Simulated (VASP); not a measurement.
# SiC (F-43m) in VASP: a series of runs

Runs on SiC. Level: LDA. Tasks: single point, relaxation of cell and atoms.

Everything below comes from runs of VASP 6.6.1. Logs are shortened: lines on timing, memory, paths and dates and some standing lists are left out, and cuts for length are marked.

## 1. The cell of the first run

Symmetry: F-43m, No. 216, cubic system. The conventional cell has a = 4.329 Å, b = 4.329 Å, c = 4.329 Å, α = 90.00°, β = 90.00°, γ = 90.00°. Within 2.5 Å of Si (site symmetry -43m) lie 4 C at 1.87 Å. C (site symmetry -43m) has 4 Si at 1.87 Å within 2.5 Å.

## 2. Single point, LDA

INCAR reads:

```
SYSTEM = SiC
  ALGO = Normal
  EDIFF = 1E-6
  ENCUT = 600
  GGA = CA
  GGA_COMPAT = .FALSE.
  ISIF = 2
  ISMEAR = 0
  LASPH = .TRUE.
  LCHARG = .FALSE.
  LREAL = .FALSE.
  LWAVE = .FALSE.
  NBANDS = 11
  NELM = 120
  PREC = Accurate
  SIGMA = 0.01
```

KPOINTS reads:

```
k-points
0
G
  8 8 8
  0 0 0
```

POSCAR reads:

```
SiC
1.0
    0.0000000000      2.1645175464      2.1645175464
    2.1645175464      0.0000000000      2.1645175464
    2.1645175464      2.1645175464      0.0000000000
Si C
1 1
Direct
    0.0000000000      0.0000000000      0.0000000000
    0.2500000000      0.2500000000      0.2500000000
```

Potentials or basis: VASP PAW LDA potentials, release 64 (Si, C).

Launch:

```
> cat potpaw_LDA.64/Si/POTCAR potpaw_LDA.64/C/POTCAR > POTCAR
> mpirun -np 1 vasp_std > vasp.out
```

OUTCAR:

```text
SYSTEM = SiC
   EDIFF = 1E-6
   ENCUT = 600
   GGA = CA
   ISIF = 2
   ISMEAR = 0
   LASPH = .TRUE.
   LREAL = .FALSE.
   NELM = 120
   PREC = Accurate

 ion  position               nearest neighbor table
   1  0.000  0.000  0.000-   2 1.87   2 1.87   2 1.87   2 1.87
   2  0.250  0.250  0.250-   1 1.87   1 1.87   1 1.87   1 1.87

  LATTYP: Found a face centered cubic cell.
 ALAT       =     4.3290350928

  Lattice vectors:

 A1 = (   0.0000000000,   2.1645175464,   2.1645175464)
 A2 = (   2.1645175464,   0.0000000000,   2.1645175464)
 A3 = (   2.1645175464,   2.1645175464,   0.0000000000)

Analysis of symmetry for initial positions (statically):
=====================================================================
 Subroutine PRICEL returns:
 Original cell was already a primitive cell.

 Routine SETGRP: Setting up the symmetry group for a
 face centered cubic supercell.

 Subroutine GETGRP returns: Found 24 space group operations
 (whereof 24 operations were pure point group operations)
 out of a pool of 48 trial point group operations.

The static configuration has the point symmetry T_d .

Analysis of symmetry for dynamics (positions and initial velocities):
=====================================================================
 Subroutine PRICEL returns:
 Original cell was already a primitive cell.

 Routine SETGRP: Setting up the symmetry group for a
 face centered cubic supercell.

 Subroutine GETGRP returns: Found 24 space group operations
 (whereof 24 operations were pure point group operations)
 out of a pool of 48 trial point group operations.

The dynamic configuration has the point symmetry T_d .

 Subroutine INISYM returns: Found 24 space group operations
 (whereof 24 operations are pure point group operations),
 and found     1 'primitive' translations

----------------------------------------------------------------------------------------

                                     Primitive cell

  volume of cell :      20.2821

  direct lattice vectors                    reciprocal lattice vectors
     0.000000000  2.164517546  2.164517546    -0.230998358  0.230998358  0.230998358
     2.164517546  0.000000000  2.164517546     0.230998358 -0.230998358  0.230998358
     2.164517546  2.164517546  0.000000000     0.230998358  0.230998358 -0.230998358

  length of vectors
     3.061090070  3.061090070  3.061090070     0.400100893  0.400100893  0.400100893

  position of ions in fractional coordinates (direct lattice)
     0.000000000  0.000000000  0.000000000
     0.250000000  0.250000000  0.250000000

  ion indices of the primitive-cell ions
[... 79 lines left out ...]
   IBRION =     -1    ionic relax: 0-MD 1-quasi-New 2-CG
   NFREE  =      0    steps in history (QN), initial steepest desc. (CG)
   ISIF   =      2    stress and relaxation
   ISYM   =      2    0-nonsym 1-usesym 2-fastsym
   POTIM  = 0.5000    time-step for ionic-motion
   TEBEG  =    0.0;   TEEND  =   0.0 temperature during run
   PSTRESS=    0.0 pullay stress
   NELECT =       8.0000    total number of electrons
   NUPDOWN=      -1.0000    fix difference up-down
   EMIN   =  10.00;   EMAX   =-10.00  energy-range for DOS
   EFERMI =   0.00;   METHOD = LEGACY
   ISMEAR =     0;   SIGMA  =   0.01  broadening in eV -4-tet -1-fermi 0-gaus
   EFERMI_NEDOS =   21; number of points for ismear=-14 and -15
   IALGO  =     38    algorithm
   IMIX   =      4    mixing-type and parameters
     AMIX     =   0.40;   BMIX     =  1.00
     AMIX_MAG =   1.60;   BMIX_MAG =  1.00
  volume/ion in A,a.u.               =      10.14        68.44
  Fermi-wavevector in a.u.,A,eV,Ry     =   1.200606  2.268816 19.612171  1.441454
  Thomas-Fermi vector in A             =   2.336437
   LORBIT       =      0    0 simple, 1 ext, 2 COOP (PROOUT), +10 PAW based schemes
   GGA     = CA    functional components
   LHFCALC =     F    Hartree Fock is set to
   AEXX    =    0.0000 exact exchange contribution
   IVDW    =     0    specifies the selected vdW correction
   LEPSILON=     F    determine dielectric tensor
   LRPA    =     F    only Hartree local field effects (RPA)
 non-spin polarized calculation
 Gauss-broadening in eV      SIGMA  =   0.01
  energy-cutoff  :      600.00
  volume of cell :       20.28
 maximum number of plane-waves:       700
   NGX = 13   NGY = 13   NGZ = 13

 number of electron       8.0000000 magnetization

 Free energy of the ion-electron system (eV)
  ---------------------------------------------------
  ext. energy  EPLUGINS =         0.00000000
  ---------------------------------------------------
  free energy    TOTEN  =       -16.64352937 eV

  energy without entropy =      -16.64352937  energy(sigma->0) =      -16.64352937

 E-fermi :   8.3886     XC(G=0): -11.6418

 val. band max:        8.2910513790   @ k =   0.0000   0.0000   0.0000
 cond. band min:       9.5778553510   @ k =   0.5000   0.5000   0.0000
 fundamental gap:      1.2868039721
 Fermi energy:         8.3886186610

 k-point     1 :       0.0000    0.0000    0.0000
  band No.  band energies     occupation
      1      -7.1822      2.00000
      2       8.2911      2.00000
      3       8.2911      2.00000
      4       8.2911      2.00000
      5      14.8185      0.00000
      6      15.6209      0.00000
      7      15.6209      0.00000
      8      15.6209      0.00000
      9      22.8669      0.00000
     10      22.8669      0.00000
     11      24.7734      0.00000
[... 309 lines left out ...]
 k-point    24 :      -0.3750    0.2500    0.1250
  band No.  band energies     occupation
      1      -2.8199      2.00000
      2       0.3560      2.00000
      3       4.5503      2.00000
      4       5.9925      2.00000
      5      13.4922      0.00000
      6      15.6253      0.00000
      7      18.4837      0.00000
      8      19.3245      0.00000
      9      21.7452      0.00000
     10      24.5502      0.00000
     11      27.6665      0.00000

 [... further k-points ...]
[... 5 lines left out ...]
  --------------------------------------------------------------------------------------
  -------------------------------------------------------------------------------------
  Total        0.0322904      0.0322904      0.0322904     -0.0000000     -0.0000000      0.0000000
  in kB        2.5507671      2.5507671      2.5507671     -0.0000000     -0.0000000      0.0000000
  external PRESSURE =       2.5507671 kB  Pullay stress =       0.0000000 kB

 VOLUME and BASIS-vectors are now :
 -----------------------------------------------------------------------------
  energy-cutoff  :      600.00
  volume of cell :       20.28
      direct lattice vectors                 reciprocal lattice vectors
     0.000000000  2.164517546  2.164517546    -0.230998358  0.230998358  0.230998358
     2.164517546  0.000000000  2.164517546     0.230998358 -0.230998358  0.230998358
     2.164517546  2.164517546  0.000000000     0.230998358  0.230998358 -0.230998358

 POSITION                                       TOTAL-FORCE (eV/Angst)
 -----------------------------------------------------------------------------------
      0.00000      0.00000      0.00000         0.000000      0.000000      0.000000
      1.08226      1.08226      1.08226        -0.000000     -0.000000     -0.000000
 -----------------------------------------------------------------------------------
    total drift:                                0.000000      0.000000      0.000000

  FREE ENERGIE OF THE ION-ELECTRON SYSTEM (eV)
  ---------------------------------------------------
  free  energy   TOTEN  =       -16.6435293681 eV

  energy  without entropy=      -16.6435293681  energy(sigma->0) =      -16.64352937
```

stdout:

```text
POSCAR found type information on POSCAR SiC
 POSCAR found :  2 types and       2 ions
 scaLAPACK will be used
 LDA part: xc-table for (Slater(with rela. corr.)+CA(PZ))
 , standard interpolation
 POSCAR, INCAR and KPOINTS ok, starting setup
 FFT: planning ... GRIDC
 FFT: planning ... GRID_SOFT
 FFT: planning ... GRID
 WAVECAR not read
 entering main loop
```

Wall time 3.3 s (1 thread of Intel Xeon Platinum 8488C (Sapphire Rapids), shared host); peak memory 0.12 GiB.

Results:

```
Free energy            : -16.6435 eV
Pressure               : 0.3 GPa
Band gap on the k mesh : 1.29 eV (least direct gap 4.52 eV)
```

Levels at points of the mesh, in eV from the valence-band top:
```
           k point  band 2  band 3  band 4  band 5  band 6  band 7
(0.00, 0.00, 0.00)    0.00    0.00    0.00    6.53    7.33    7.33
(0.50, 0.00, 0.00)   -8.67   -1.06   -1.06    5.57    7.21    7.21
(0.50, 0.50, 0.00)   -7.88   -3.23   -3.23    1.29    4.26   14.06
```

## 3. Relaxation of cell and atoms, LDA

This run uses another cell than the first one, of 10.36 Å³/atom.

INCAR reads:

```
SYSTEM = SiC
PREC = Accurate ; ENCUT = 600
EDIFF = 1E-7 ; ISMEAR = 0
SIGMA = 0.01 ; LREAL = .FALSE.
LASPH = .TRUE. ; NELM = 120
ALGO = Normal ; ISIF = 3
LWAVE = .FALSE. ; LCHARG = .FALSE.
IBRION = 2 ; NSW = 80
EDIFFG = -0.002 ; GGA_COMPAT = .FALSE.
NELMIN = 4
```

KPOINTS reads:

```
regular mesh
0
G
  8 8 8
  0 0 0
```

POSCAR reads:

```
SiC
1.0
    0.0000000000      2.1800000000      2.1800000000
    2.1800000000      0.0000000000      2.1800000000
    2.1800000000      2.1800000000      0.0000000000
Si C
1 1
Direct
    0.0000000000      0.0000000000      0.0000000000
    0.2500000000      0.2500000000      0.2500000000
```

Potentials or basis: VASP PAW LDA potentials, release 64 (Si, C).

Launch:

```
> cat potpaw_LDA.64/Si/POTCAR potpaw_LDA.64/C/POTCAR > POTCAR
> mpirun -np 1 vasp_std > vasp.out
```

Wall time 11 s (1 thread of Intel Xeon Platinum 8488C (Sapphire Rapids), shared host); peak memory 0.14 GiB.

The run converged. Its results:

```
Free energy                           : -16.6441 eV
Relaxed volume                        : 10.15 Å³/atom
Relaxed cell                          : a = 3.062 Å, b = 3.062 Å, c = 3.062 Å, α = 60.00°, β = 60.00°, γ = 60.00°
Space group after relaxing (to 0.1 Å) : F-43m (No. 216)
Energy gained by relaxing             : 3.0 meV/atom
Ionic steps                           : 3
Pressure after relaxing               : 0.0 GPa
Band gap on the k mesh                : 1.29 eV (least direct gap 4.52 eV)
```

Step by step:
| step | energy change (eV) | largest force (eV/Å) | pressure (GPa) | volume (Å³) |
| --- | --- | --- | --- | --- |
| 1 | 0.0000 | 0.0000 | -4.47 | 20.72 |
| 2 | 0.0010 | 0.0000 | 5.19 | 19.87 |
| 3 | -0.0059 | 0.0000 | -0.02 | 20.30 |

Final structure:
```
Si C
1.0
     0.00000    2.16531    2.16531
     2.16531    0.00000    2.16531
     2.16531    2.16531    0.00000
Si C
1 1
Direct
  0.00000 0.00000 0.00000
  0.25000 0.25000 0.25000
```

Levels at points of the mesh, in eV from the valence-band top:
| k point | band 1 | band 2 | band 3 | band 4 | band 5 | band 6 | band 7 | band 8 |
| --- | --- | --- | --- | --- | --- | --- | --- | --- |
| (0.00, 0.00, 0.00) | -15.46 | 0.00 | 0.00 | 0.00 | 6.51 | 7.32 | 7.32 | 7.32 |
| (0.50, 0.00, 0.00) | -11.77 | -8.66 | -1.06 | -1.06 | 5.56 | 7.21 | 7.21 | 10.02 |
| (0.50, 0.50, 0.00) | -10.27 | -7.87 | -3.23 | -3.23 | 1.29 | 4.26 | 14.05 | 14.05 |

A k mesh can miss the band edges.
